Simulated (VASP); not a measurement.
# AlCo (Pm-3m) in VASP: a series of runs

Runs on AlCo. Level: PBEsol. Tasks: single point.

All numbers are computed with VASP 6.6.1; they aren't measurements. Logs are shortened: lines on timing, memory, paths and dates and some standing lists are left out, and cuts for length are marked.

## (1) The cell of the first run

It takes space group Pm-3m (No. 221, cubic). The conventional cell has a = 2.857 Å, b = 2.857 Å, c = 2.857 Å, α = 90.00°, β = 90.00°, γ = 90.00°. Within 3.3 Å of Al (site symmetry m-3m) lie 8 Co at 2.47 Å and 6 Al at 2.86 Å. Co (site symmetry m-3m) has 8 Al at 2.47 Å and 6 Co at 2.86 Å within 3.3 Å.

## (2) Single point, PBEsol, collinear spin, ferromagnetic start

The input, INCAR:

```
SYSTEM = AlCo
PREC = Accurate
ENCUT = 520
EDIFF = 1E-6
ISMEAR = -1
SIGMA = 0.1
LREAL = .FALSE.
LASPH = .TRUE.
NELM = 150
ALGO = Normal
ISIF = 2
LWAVE = .FALSE.
LCHARG = .FALSE.
ISPIN = 2
MAGMOM = 0 2.5
LORBIT = 11
LMAXMIX = 4
GGA = PS
NBANDS = 17
```

The input, KPOINTS:

```
regular mesh
0
G
  10 10 10
  0 0 0
```

The input, POSCAR:

```
AlCo
1.0
    2.8565046626      0.0000000000      0.0000000000
    0.0000000000      2.8565046626      0.0000000000
    0.0000000000      0.0000000000      2.8565046626
Al Co
1 1
Direct
    0.0000000000      0.0000000000      0.0000000000
    0.5000000000      0.5000000000      0.5000000000
```

Potentials or basis: VASP PAW PBE potentials, release 64 (Al, Co).

Run with:

```bash
cat potpaw_PBE.64/Al/POTCAR potpaw_PBE.64/Co/POTCAR > POTCAR
mpirun -np 1 vasp_std > vasp.out
```

OUTCAR:

```text
SYSTEM = AlCo
   PREC = Accurate
   ENCUT = 520
   EDIFF = 1E-6
   ISMEAR = -1
   LREAL = .FALSE.
   LASPH = .TRUE.
   NELM = 150
   ISIF = 2
   ISPIN = 2
   LORBIT = 11
   GGA = PS

 ion  position               nearest neighbor table
   1  0.000  0.000  0.000-   2 2.47   2 2.47   2 2.47   2 2.47   2 2.47   2 2.47   2 2.47   2 2.47

   2  0.500  0.500  0.500-   1 2.47   1 2.47   1 2.47   1 2.47   1 2.47   1 2.47   1 2.47   1 2.47

  LATTYP: Found a simple cubic cell.
 ALAT       =     2.8565046626

  Lattice vectors:

 A1 = (   2.8565046626,   0.0000000000,   0.0000000000)
 A2 = (   0.0000000000,   2.8565046626,   0.0000000000)
 A3 = (   0.0000000000,   0.0000000000,   2.8565046626)

Analysis of symmetry for initial positions (statically):
=====================================================================
 Subroutine PRICEL returns:
 Original cell was already a primitive cell.

 Routine SETGRP: Setting up the symmetry group for a
 simple cubic supercell.

 Subroutine GETGRP returns: Found 48 space group operations
 (whereof 48 operations were pure point group operations)
 out of a pool of 48 trial point group operations.

The static configuration has the point symmetry O_h .

Analysis of symmetry for dynamics (positions and initial velocities):
=====================================================================
 Subroutine PRICEL returns:
 Original cell was already a primitive cell.

 Routine SETGRP: Setting up the symmetry group for a
 simple cubic supercell.

 Subroutine GETGRP returns: Found 48 space group operations
 (whereof 48 operations were pure point group operations)
 out of a pool of 48 trial point group operations.

The dynamic configuration has the point symmetry O_h .

Analysis of structural, dynamic, and magnetic symmetry:
=====================================================================
 Subroutine PRICEL returns:
 Original cell was already a primitive cell.

 Routine SETGRP: Setting up the symmetry group for a
 simple cubic supercell.

 Subroutine GETGRP returns: Found 48 space group operations
 (whereof 48 operations were pure point group operations)
 out of a pool of 48 trial point group operations.

The overall configuration has the point symmetry O_h .

 Subroutine INISYM returns: Found 48 space group operations
 (whereof 48 operations are pure point group operations),
 and found     1 'primitive' translations

----------------------------------------------------------------------------------------

                                     Primitive cell
[... 109 lines left out ...]
   IMIX   =      4    mixing-type and parameters
     AMIX     =   0.40;   BMIX     =  1.00
     AMIX_MAG =   1.60;   BMIX_MAG =  1.00
  volume/ion in A,a.u.               =      11.65        78.65
  Fermi-wavevector in a.u.,A,eV,Ry     =   1.312100  2.479510 23.423882  1.721607
  Thomas-Fermi vector in A             =   2.442516
   LORBIT       =     11    0 simple, 1 ext, 2 COOP (PROOUT), +10 PAW based schemes
   GGA     = PS    functional components
   LHFCALC =     F    Hartree Fock is set to
   AEXX    =    0.0000 exact exchange contribution
   IVDW    =     0    specifies the selected vdW correction
   LEPSILON=     F    determine dielectric tensor
   LRPA    =     F    only Hartree local field effects (RPA)
 spin polarized calculation
  energy-cutoff  :      520.00
  volume of cell :       23.31
 maximum number of plane-waves:       640
 NGX is ok and might be reduce to    24
   NGX = 11   NGY = 11   NGZ = 11

 number of electron      11.9999997 magnetization       0.0006228

 Free energy of the ion-electron system (eV)
  ---------------------------------------------------
  ext. energy  EPLUGINS =         0.00000000
  ---------------------------------------------------
  free energy    TOTEN  =       -13.08035400 eV

  energy without entropy =      -13.05066597  energy(sigma->0) =      -13.06550998

 E-fermi :  10.2936     XC(G=0): -12.3504

 val. band max:       10.2856793056   @ k =   0.5000   0.4000   0.1000
 cond. band min:      10.3997895634   @ k =   0.5000   0.3000   0.0000
 fundamental gap:      0.1141102578
 Fermi energy:        10.2936090516

 spin component 1

 k-point     1 :       0.0000    0.0000    0.0000
  band No.  band energies     occupation
      1      -0.6657      1.00000
      2       7.4002      1.00000
      3       7.4002      1.00000
      4       9.5422      0.99946
      5       9.5422      0.99946
      6       9.5422      0.99946
[... 459 lines left out ...]
      6       9.4316      0.99982
[... 9 lines left out ...]
     16      30.9743      0.00000
     17      32.1763      0.00000

 [... further k-points ...]

 spin component 2

 k-point     1 :       0.0000    0.0000    0.0000
  band No.  band energies     occupation
      1      -0.6658      1.00000
      2       7.4012      1.00000
      3       7.4012      1.00000
      4       9.5425      0.99945
      5       9.5425      0.99945
      6       9.5425      0.99945
[... 459 lines left out ...]
      6       9.4320      0.99982
[... 9 lines left out ...]
     16      30.9742      0.00000
     17      32.1762      0.00000

 [... further k-points ...]
[... 5 lines left out ...]
  --------------------------------------------------------------------------------------
  -------------------------------------------------------------------------------------
  Total       -0.8970759     -0.8970759     -0.8970759     -0.0000000     -0.0000000      0.0000000
  in kB      -61.6644621    -61.6644621    -61.6644621     -0.0000000     -0.0000000      0.0000000
  external PRESSURE =     -61.6644621 kB  Pullay stress =       0.0000000 kB

 VOLUME and BASIS-vectors are now :
 -----------------------------------------------------------------------------
  energy-cutoff  :      520.00
  volume of cell :       23.31
      direct lattice vectors                 reciprocal lattice vectors
     2.856504663  0.000000000  0.000000000     0.350078196  0.000000000  0.000000000
     0.000000000  2.856504663  0.000000000     0.000000000  0.350078196  0.000000000
     0.000000000  0.000000000  2.856504663     0.000000000  0.000000000  0.350078196

 POSITION                                       TOTAL-FORCE (eV/Angst)
 -----------------------------------------------------------------------------------
      0.00000      0.00000      0.00000         0.000000      0.000000      0.000000
      1.42825      1.42825      1.42825         0.000000      0.000000      0.000000
 -----------------------------------------------------------------------------------
    total drift:                                0.000000      0.000000     -0.000000

  FREE ENERGIE OF THE ION-ELECTRON SYSTEM (eV)
  ---------------------------------------------------
  free  energy   TOTEN  =       -13.0803539992 eV

  energy  without entropy=      -13.0506659690  energy(sigma->0) =      -13.06550998

 total charge

# of ion       s       p       d       tot
------------------------------------------
    1        0.392   0.425   0.000   0.817
    2        0.434   0.502   7.506   8.442
--------------------------------------------------
tot          0.826   0.927   7.506   9.259

 magnetization (x)

# of ion       s       p       d       tot
------------------------------------------
    1       -0.000  -0.000   0.000  -0.000
    2       -0.000  -0.000   0.001   0.001
--------------------------------------------------
tot         -0.000  -0.000   0.001   0.001
```

OSZICAR:

```text
N       E                     dE             d eps       ncg     rms          rms(c)
DAV:   1     0.358240190039E+02    0.35824E+02   -0.46884E+03  3920   0.710E+02
DAV:   2    -0.124296758365E+02   -0.48254E+02   -0.42950E+02  4401   0.149E+02
DAV:   3    -0.143758978742E+02   -0.19462E+01   -0.19113E+01  4618   0.317E+01
DAV:   4    -0.144036637718E+02   -0.27766E-01   -0.27747E-01  4598   0.335E+00
DAV:   5    -0.144044587453E+02   -0.79497E-03   -0.79493E-03  4793   0.603E-01    0.143E+01
DAV:   6    -0.175443575206E+02   -0.31399E+01   -0.49137E+01  4297   0.769E+01    0.184E+01
DAV:   7    -0.130853530352E+02    0.44590E+01   -0.26938E+01  4448   0.489E+01    0.281E+00
DAV:   8    -0.130931207066E+02   -0.77677E-02   -0.19400E-01  4705   0.290E+00    0.146E+00
DAV:   9    -0.130811065163E+02    0.12014E-01   -0.49574E-02  5122   0.146E+00    0.883E-01
DAV:  10    -0.130803751301E+02    0.73139E-03   -0.24467E-03  5151   0.361E-01    0.224E-01
DAV:  11    -0.130803624993E+02    0.12631E-04   -0.14479E-04  5024   0.850E-02    0.109E-01
DAV:  12    -0.130803486161E+02    0.13883E-04   -0.20137E-05  4751   0.371E-02    0.440E-02
DAV:  13    -0.130803540739E+02   -0.54578E-05   -0.10468E-05  4470   0.312E-02    0.818E-03
DAV:  14    -0.130803539992E+02    0.74661E-07   -0.66982E-07  2217   0.751E-03
   1 F= -.13080354E+02 E0= -.13065510E+02  d E =-.296880E-01  mag=     0.0004
```

Wall time 17 s (1 thread of Intel Xeon 6975P-C (Granite Rapids), shared host); peak memory 0.17 GiB.

Results:

- Free energy: -13.0804 eV
- Pressure: -6.2 GPa
- Band gap on the k mesh: zero (filled and empty bands overlap)
- Net moment: 0.00 μB per cell
- Valence electrons inside the program's atomic spheres: Al 0.82; Co 8.44

Caveat: the starting moments collapsed, and a magnetic state may lie lower; the PAW data sets were made with another functional, which shifts forces and pressure a little.

## (3) Single point, PBEsol, collinear spin, ferromagnetic start

This run uses another cell than the first one, of 12.10 Å³/atom, 1.038 times its volume.

The input, INCAR:

```
SYSTEM = AlCo
  PREC = Accurate
  ENCUT = 520
  EDIFF = 1E-7
  ISMEAR = -1
  SIGMA = 0.1
  LREAL = .FALSE.
  LASPH = .TRUE.
  NELM = 150
  ALGO = Normal
  ISIF = 2
  LWAVE = .FALSE.
  LCHARG = .FALSE.
  ISPIN = 2
  MAGMOM = 0 2.5
  LORBIT = 11
  LMAXMIX = 4
  GGA = PS
  NBANDS = 17
```

The input, KPOINTS:

```
Automatic mesh
0
G
  10 10 10
  0 0 0
```

The input, POSCAR:

```
AlCo
1.0
    2.8926667884      0.0000000000      0.0000000000
    0.0000000000      2.8926667884      0.0000000000
    0.0000000000      0.0000000000      2.8926667884
Al Co
1 1
Direct
    0.0000000000      0.0000000000      0.0000000000
    0.5000000000      0.5000000000      0.5000000000
```

Potentials or basis: VASP PAW PBE potentials, release 64 (Al, Co).

Run with:

```bash
cat potpaw_PBE.64/Al/POTCAR potpaw_PBE.64/Co/POTCAR > POTCAR
mpirun -np 1 vasp_std > vasp.out
```

OUTCAR:

```text
SYSTEM = AlCo
   PREC = Accurate
   ENCUT = 520
   EDIFF = 1E-7
   ISMEAR = -1
   LREAL = .FALSE.
   LASPH = .TRUE.
   NELM = 150
   ISIF = 2
   ISPIN = 2
   LORBIT = 11
   GGA = PS

 ion  position               nearest neighbor table
   1  0.000  0.000  0.000-   2 2.51   2 2.51   2 2.51   2 2.51   2 2.51   2 2.51   2 2.51   2 2.51

   2  0.500  0.500  0.500-   1 2.51   1 2.51   1 2.51   1 2.51   1 2.51   1 2.51   1 2.51   1 2.51

  LATTYP: Found a simple cubic cell.
 ALAT       =     2.8926667884

  Lattice vectors:

 A1 = (   2.8926667884,   0.0000000000,   0.0000000000)
[... 1175 lines left out ...]

 VOLUME and BASIS-vectors are now :
 -----------------------------------------------------------------------------
  energy-cutoff  :      520.00
  volume of cell :       24.20
      direct lattice vectors                 reciprocal lattice vectors
     2.892666788  0.000000000  0.000000000     0.345701760  0.000000000  0.000000000
     0.000000000  2.892666788  0.000000000     0.000000000  0.345701760  0.000000000
     0.000000000  0.000000000  2.892666788     0.000000000  0.000000000  0.345701760

 POSITION                                       TOTAL-FORCE (eV/Angst)
 -----------------------------------------------------------------------------------
      0.00000      0.00000      0.00000         0.000000      0.000000      0.000000
      1.44633      1.44633      1.44633         0.000000      0.000000      0.000000
 -----------------------------------------------------------------------------------
    total drift:                                0.000000      0.000000     -0.000000

  FREE ENERGIE OF THE ION-ELECTRON SYSTEM (eV)
  ---------------------------------------------------
  free  energy   TOTEN  =       -13.0291147551 eV

  energy  without entropy=      -12.9970884891  energy(sigma->0) =      -13.01310162

 total charge

# of ion       s       p       d       tot
------------------------------------------
    1        0.388   0.408   0.000   0.797
    2        0.420   0.472   7.481   8.373
--------------------------------------------------
tot          0.808   0.881   7.481   9.170

 magnetization (x)

# of ion       s       p       d       tot
------------------------------------------
    1       -0.000  -0.000   0.000  -0.000
    2        0.000  -0.000   0.000   0.000
--------------------------------------------------
tot         -0.000  -0.000   0.000   0.000
```

stdout:

```text
POSCAR found type information on POSCAR AlCo
 POSCAR found :  2 types and       2 ions
 scaLAPACK will be used
 -----------------------------------------------------------------------------
|                                                                             |
|                                                                             |
|     You enforced a specific xc type in the INCAR file but a different       |
|     I HOPE YOU KNOW WHAT YOU ARE DOING!                                     |
|                                                                             |
 -----------------------------------------------------------------------------

 LDA part: xc-table for (Slater+PW92), standard interpolation
 POSCAR, INCAR and KPOINTS ok, starting setup
 FFT: planning ... GRIDC
 FFT: planning ... GRID_SOFT
 FFT: planning ... GRID
 WAVECAR not read
 entering main loop
```

Wall time 16 s (1 thread of Intel Xeon 6975P-C (Granite Rapids), shared host); peak memory 0.17 GiB.

What came out:

| Quantity | Value |
| --- | --- |
| Free energy | -13.0291 eV |
| Pressure | -11.9 GPa |
| Band gap on the k mesh | zero (filled and empty bands overlap) |
| Net moment | 0.00 μB per cell |
| Valence electrons inside the program's atomic spheres | Al 0.80; Co 8.37 |

Caveat: the starting moments collapsed, and a magnetic state may lie lower; the PAW data sets were made with another functional, which shifts forces and pressure a little.
